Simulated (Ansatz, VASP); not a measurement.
# Cu3Pd: VASP beside Ansatz

```
CELL_PARAMETERS angstrom
3.70928 0.00000 0.00000
0.00000 3.70928 0.00000
0.00000 0.00000 3.67116
ATOMIC_POSITIONS crystal
Cu 0.00000 0.50000 0.50000
Cu 0.50000 0.00000 0.50000
Cu 0.50000 0.50000 0.00000
Pd 0.00000 0.00000 0.00000
```

Change from the starting cell: volume scaled by 1.01, crystal datasets.

Alike in both runs: task electric field gradients; functional PBEsol; k mesh 11 × 11 × 11; occupations fermi-dirac, width 0.05 eV; no spin polarisation.

|  | VASP | Ansatz |
| --- | --- | --- |
| version | VASP 6.6.1 | Ansatz 0.2.0 |
| potentials or method | VASP PAW PBE potentials, release 64 (Cu, Pd), cutoff 520 eV | all-electron PAW with datasets made for the crystal, scalar-relativistic |

|  | VASP | Ansatz | Ansatz less VASP |
| --- | --- | --- | --- |
| pressure (GPa) | -5.1 | -5.5 | -0.42 |
| traceless stress, the component that is largest in VASP (GPa) | 0.38 | 0.38 | +0.001 |
| size of Vzz on the site where it differs most (V/Å²) | 26.4 | 25.4 | -0.98 |

VASP's potentials were made for PBE, not for PBEsol. Ansatz ran all-electron here, and VASP with PAW potentials.
